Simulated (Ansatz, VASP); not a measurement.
# CuO in VASP and in Ansatz

```
Cu O
1.0
     2.34165   -1.71040    0.00000
     2.34165    1.71040    0.00000
    -0.85251    0.00000    5.05806
Cu O
2 2
Direct
  0.00000 0.50000 0.00000
  0.50000 0.00000 0.50000
  0.58210 0.41790 0.25000
  0.41790 0.58210 0.75000
```

Alike in both runs: task single point; functional PBE; k mesh 7 × 7 × 4; occupations gaussian, width 0.1 eV; no spin polarisation.

|  | VASP | Ansatz |
| --- | --- | --- |
| version | VASP 6.6.1 | Ansatz 0.2.0 |
| potentials or method | VASP PAW PBE potentials, release 64 (Cu_sv_GW, O), cutoff 700 eV | PAW, plane waves, scalar-relativistic |
| valence electrons in the cell | 50 | 50 |

Ansatz gave:

```
pressure (GPa)                                                : 5.8
traceless stress, the component that is largest in VASP (GPa) : 1.21
rms of the force components (eV/Å)                            : 0.118
```

Task: Which values does VASP return?

Result: Pressure (GPa): 2.7; traceless stress, the component that is largest in VASP (GPa): 1.15; rms of the force components (eV/Å): 0.114.

Atom by atom the forces differ by 0.004 eV/Å (rms over components).
